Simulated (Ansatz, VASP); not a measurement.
**One calculation of PtSe2, two programs**

```
Se Pt
1.0
     3.74790    0.00000    0.00000
    -1.87395    3.24577    0.00000
     0.00000    0.00000   31.12150
Se Pt
2 1
Direct
  0.66667 0.33333 0.45796
  0.33333 0.66667 0.54204
  0.00000 0.00000 0.50000
```

Alike in both runs: functional PBE; k mesh 9 × 9 × 1; occupations gaussian, width 0.02 eV; no spin polarisation.

Ansatz relaxed the structure, and its values are those at the end. VASP's run is a single point on that final structure, the one shown.

|  | VASP | Ansatz |
| --- | --- | --- |
| version | VASP 6.6.1 | Ansatz 0.2.0 |
| potentials or method | VASP PAW PBE potentials, release 64 (Se, Pt), cutoff 520 eV | scalar-relativistic, plane waves, PAW |
| valence electrons in the cell | 22 | 50 |

Ansatz gave:

| Quantity | Value |
| --- | --- |
| gap on the k mesh at the Fermi level (eV) | 1.39 |
| least direct gap on the mesh (eV) | 1.51 |

**Question.** What did VASP give for the same quantities?

**Answer.** gap on the k mesh at the Fermi level (eV): 1.38; least direct gap on the mesh (eV): 1.50.

VASP's potentials hold 22 valence electrons a cell and Ansatz's 50, so a difference there can come from the potentials and not from the codes.

Spin-orbit coupling is off throughout.
